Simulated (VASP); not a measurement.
# Be2ZnSe3 (P3m1) in VASP: a series of runs

Be2ZnSe3 is run at these levels: PBE; tasks: relaxation of shape and atoms at fixed volume.

Program: VASP 6.6.1. These are calculated values, not measurements. Logs are shortened: lines on timing, memory, paths and dates and some standing lists are left out, and cuts for length are marked.

### Step 1. The cell of the first run

It takes space group P3m1 (No. 156, trigonal). The conventional cell has a = 3.710 Å, b = 3.710 Å, c = 9.161 Å, α = 90.00°, β = 90.00°, γ = 120.00°. Be (site symmetry 3m) has 4 Se at 2.18 to 2.25 Å within 2.9 Å. Be (site symmetry 3m) has 4 Se at 2.20 to 2.25 Å within 2.9 Å. Zn (site symmetry 3m) has 4 Se at 2.36 to 2.41 Å within 3.1 Å. Se (site symmetry 3m) has 1 Be at 2.18 Å and 3 Zn at 2.36 Å within 2.9 Å. Se (site symmetry 3m) has 3 Be at 2.25 Å and 1 Zn at 2.41 Å within 3.0 Å. Se (site symmetry 3m) has 4 Be at 2.20 to 2.25 Å within 2.9 Å.

### Step 2. Relaxation of shape and atoms at fixed volume, PBE (18.20 Å³/atom)

File INCAR:

```
  PREC = Accurate
  ENCUT = 600
  EDIFF = 1E-6
  ISMEAR = 0
  SIGMA = 0.02
  LREAL = False
  LASPH = True
  NELM = 60
  ALGO = Normal
  ISIF = 4
  LWAVE = False
  LCHARG = False
  GGA = PE
  IBRION = 2
  NSW = 50
  EDIFFG = -0.01
```

File KPOINTS:

```
regular mesh
0
Gamma
  12 12 4
```

File POSCAR:

```
Be2ZnSe3
1.0
    3.7104471701      0.0000000282      0.0000000000
   -1.8552236095      3.2133414946      0.0000000000
    0.0000000000      0.0000000000      9.1605885951
Be Zn Se
2 1 3
Direct
    0.0000000000      0.0000000000      0.0088819424
    0.6666666667      0.3333333333      0.3243286264
    0.3333333333      0.6666666667      0.6622863401
    0.0000000000      0.0000000000      0.7706302026
    0.3333333333      0.6666666667      0.3994688628
    0.6666666667      0.3333333333      0.0844040257
```

Potentials or basis: VASP PAW PBE potentials, release 64 (Be, Zn, Se).

Command:

```bash
> cat potpaw_PBE.64/Be/POTCAR potpaw_PBE.64/Zn/POTCAR potpaw_PBE.64/Se/POTCAR > POTCAR
> mpirun -np 1 vasp_std > vasp.out
```

OUTCAR:

```text
PREC = Accurate
   ENCUT = 600
   EDIFF = 1E-6
   ISMEAR = 0
   LREAL = False
   LASPH = True
   NELM = 60
   ISIF = 4
   GGA = PE
   IBRION = 2
   NSW = 50
   EDIFFG = -0.01

 ion  position               nearest neighbor table
   1  0.000  0.000  0.009-   4 2.18   6 2.25   6 2.25   6 2.25
   2  0.667  0.333  0.324-   6 2.20   5 2.25   5 2.25   5 2.25
   3  0.333  0.667  0.662-   4 2.36   4 2.36   4 2.36   5 2.41
   4  0.000  0.000  0.771-   1 2.18   3 2.36   3 2.36   3 2.36
   5  0.333  0.667  0.399-   2 2.25   2 2.25   2 2.25   3 2.41
   6  0.667  0.333  0.084-   2 2.20   1 2.25   1 2.25   1 2.25

  LATTYP: Found a hexagonal cell.
 ALAT       =     3.7104471701
 C/A-ratio  =     2.4688637717

  Lattice vectors:

 A1 = (   3.7104471701,   0.0000000282,   0.0000000000)
 A2 = (  -1.8552236095,   3.2133414946,   0.0000000000)
 A3 = (   0.0000000000,   0.0000000000,   9.1605885951)

Analysis of symmetry for initial positions (statically):
=====================================================================
 Subroutine PRICEL returns:
 Original cell was already a primitive cell.

 Routine SETGRP: Setting up the symmetry group for a
 hexagonal supercell.

 Subroutine GETGRP returns: Found  6 space group operations
 (whereof  6 operations were pure point group operations)
 out of a pool of 24 trial point group operations.

The static configuration has the point symmetry C_3v.

Analysis of symmetry for dynamics (positions and initial velocities):
=====================================================================
 Subroutine PRICEL returns:
 Original cell was already a primitive cell.

 Routine SETGRP: Setting up the symmetry group for a
 hexagonal supercell.

 Subroutine GETGRP returns: Found  6 space group operations
 (whereof  6 operations were pure point group operations)
 out of a pool of 24 trial point group operations.

The dynamic configuration has the point symmetry C_3v.

 Subroutine INISYM returns: Found  6 space group operations
 (whereof  6 operations are pure point group operations),
 and found     1 'primitive' translations

----------------------------------------------------------------------------------------

                                     Primitive cell

  volume of cell :     109.2211
[... 96 lines left out ...]
   NELM   =     60;   NELMIN=  2; NELMDL= -5     # of ELM steps
   EDIFF  = 0.1E-05   stopping-criterion for ELM
   LREAL  =      F    real-space projection
   EDIFFG = -.1E-01   stopping-criterion for IOM
   NSW    =     50    number of steps for IOM
   IBRION =      2    ionic relax: 0-MD 1-quasi-New 2-CG
   NFREE  =      1    steps in history (QN), initial steepest desc. (CG)
   ISIF   =      4    stress and relaxation
   ISYM   =      2    0-nonsym 1-usesym 2-fastsym
   POTIM  = 0.5000    time-step for ionic-motion
   TEBEG  =    0.0;   TEEND  =   0.0 temperature during run
   PSTRESS=    0.0 pullay stress
   NELECT =      34.0000    total number of electrons
   NUPDOWN=      -1.0000    fix difference up-down
   EMIN   =  10.00;   EMAX   =-10.00  energy-range for DOS
   EFERMI =   0.00;   METHOD = LEGACY
   ISMEAR =     0;   SIGMA  =   0.02  broadening in eV -4-tet -1-fermi 0-gaus
   EFERMI_NEDOS =   21; number of points for ismear=-14 and -15
   IALGO  =     38    algorithm
   IMIX   =      4    mixing-type and parameters
     AMIX     =   0.40;   BMIX     =  1.00
     AMIX_MAG =   1.60;   BMIX_MAG =  1.00
  volume/ion in A,a.u.               =      18.20       122.84
  Fermi-wavevector in a.u.,A,eV,Ry     =   1.109513  2.096675 16.749024  1.231019
  Thomas-Fermi vector in A             =   2.246053
   LORBIT       =      0    0 simple, 1 ext, 2 COOP (PROOUT), +10 PAW based schemes
   GGA     = PE    functional components
   LHFCALC =     F    Hartree Fock is set to
   AEXX    =    0.0000 exact exchange contribution
   IVDW    =     0    specifies the selected vdW correction
   LEPSILON=     F    determine dielectric tensor
   LRPA    =     F    only Hartree local field effects (RPA)
 conjugate gradient relaxation of ions
 non-spin polarized calculation
 Gauss-broadening in eV      SIGMA  =   0.02
  energy-cutoff  :      600.00
  volume of cell :      109.22
 maximum number of plane-waves:      3691
 NGX is ok and might be reduce to    30
   NGX = 15   NGY = 15   NGZ = 37

--------------------------------------- Ionic step        1  -------------------------------------------

 number of electron      33.9999987 magnetization

 Free energy of the ion-electron system (eV)
  ---------------------------------------------------
  ext. energy  EPLUGINS =         0.00000000
  ---------------------------------------------------
  free energy    TOTEN  =       -23.38590809 eV

  energy without entropy =      -23.38590809  energy(sigma->0) =      -23.38590809

------------------------ aborting loop because EDIFF is reached ----------------------------------------

  FORCE on cell =-STRESS in cart. coord.  units (eV):
  Direction    XX          YY          ZZ          XY          YZ          ZX
  --------------------------------------------------------------------------------------
  -------------------------------------------------------------------------------------
  Total        3.3953773      3.3953773      3.4742518     -0.0000000     -0.0000000     -0.0000000
  in kB       49.8071982     49.8071982     50.9642178     -0.0000000     -0.0000000     -0.0000000
  external PRESSURE =      50.1928714 kB  Pullay stress =       0.0000000 kB
[... 147 lines left out ...]
--------------------------------------- Ionic step        5  -------------------------------------------

 number of electron      33.9999987 magnetization

 Free energy of the ion-electron system (eV)
  ---------------------------------------------------
  ext. energy  EPLUGINS =         0.00000000
  ---------------------------------------------------
  free energy    TOTEN  =       -23.38675036 eV

  energy without entropy =      -23.38675036  energy(sigma->0) =      -23.38675036

 E-fermi :   3.5595     XC(G=0):  -9.5754

 val. band max:        3.4488698755   @ k =   0.0000   0.0000   0.0000
 cond. band min:       5.5798109889   @ k =   0.5000   0.0000   0.0000
 fundamental gap:      2.1309411134
 Fermi energy:         3.5594515568

 k-point     1 :       0.0000    0.0000    0.0000
  band No.  band energies     occupation
      1     -10.8115      2.00000
      2     -10.0559      2.00000
      3      -9.8132      2.00000
      4      -3.5434      2.00000
      5      -3.4645      2.00000
      6      -3.4645      2.00000
[... 565 lines left out ...]
     20       7.8752      0.00000
     21       8.5449      0.00000

 [... further k-points ...]
[... 5 lines left out ...]
  --------------------------------------------------------------------------------------
  -------------------------------------------------------------------------------------
  Total        3.3837996      3.3837996      3.3630435     -0.0000000     -0.0000000      0.0000000
  in kB       49.6373631     49.6373631     49.3328892     -0.0000000     -0.0000000      0.0000000
  external PRESSURE =      49.5358718 kB  Pullay stress =       0.0000000 kB
[... 21 lines left out ...]
  FREE ENERGIE OF THE ION-ELECTRON SYSTEM (eV)
  ---------------------------------------------------
  free  energy   TOTEN  =       -23.3867503642 eV

  energy  without entropy=      -23.3867503642  energy(sigma->0) =      -23.38675036

 reached required accuracy - stopping structural energy minimisation
```

OSZICAR:

```text
N       E                     dE             d eps       ncg     rms          rms(c)
DAV:   1     0.230216222733E+03    0.23022E+03   -0.16316E+04  2898   0.176E+03
DAV:   2     0.319786497081E+01   -0.22702E+03   -0.21903E+03  3134   0.347E+02
DAV:   3    -0.232777539718E+02   -0.26476E+02   -0.25826E+02  3508   0.116E+02
DAV:   4    -0.240359892516E+02   -0.75824E+00   -0.75587E+00  3549   0.193E+01
[... 35 lines left out ...]
DAV:   1    -0.233867504497E+02   -0.35091E-04   -0.12078E-02  2918   0.709E-01    0.382E-02
DAV:   2    -0.233867584646E+02   -0.80149E-05   -0.29690E-04  3573   0.133E-01    0.183E-02
DAV:   3    -0.233867528438E+02    0.56208E-05   -0.11360E-05  3574   0.282E-02    0.109E-02
DAV:   4    -0.233867505184E+02    0.23254E-05   -0.39784E-06  3518   0.161E-02    0.318E-03
DAV:   5    -0.233867503642E+02    0.15426E-06   -0.88672E-07  1969   0.813E-03
   5 F= -.23386750E+02 E0= -.23386750E+02  d E =-.159391E-03
```

Run time: 4.4 min. Hardware: 1 thread of Intel Xeon 6975P-C (Granite Rapids), shared host; peak memory 0.4 GiB.

Results:

```
Free energy                  : -23.3868 eV
Energy gained by relaxing    : 0.1 meV/atom
Ionic steps                  : 5
Pressure after relaxing      : 5.0 GPa
Largest force after relaxing : 0.005 eV/Å
Band gap on the k mesh       : 2.13 eV (least direct gap 2.78 eV)
```

Forces in eV/Å, atoms in the order of the input:
```
Be   0.000  0.000 -0.002
Be   0.000  0.000 -0.005
Zn   0.000  0.000 -0.001
Se   0.000  0.000  0.000
Se   0.000  0.000  0.003
Se   0.000  0.000  0.004
```

The path:
```tsv
step	energy change (eV)	largest force (eV/Å)	pressure (GPa)	volume (Å³)
1	0.0000	0.0814	5.02	109.22
2	-0.0006	0.0359	4.99	109.22
3	-0.0007	0.0372	4.97	109.22
4	-0.0008	0.0197	4.96	109.22
5	-0.0008	0.0049	4.95	109.22
```

Final structure:
```
Be Zn Se
1.0
     3.70821    0.00000    0.00000
    -1.85410    3.21140    0.00000
     0.00000    0.00000    9.17166
Be Zn Se
2 1 3
Direct
  0.00000 0.00000 0.00949
  0.66667 0.33333 0.32443
  0.33333 0.66667 0.66132
  0.00000 0.00000 0.77138
  0.33333 0.66667 0.39890
  0.66667 0.33333 0.08447
```

A k mesh can miss the band edges.

[end of part 1 of 2]
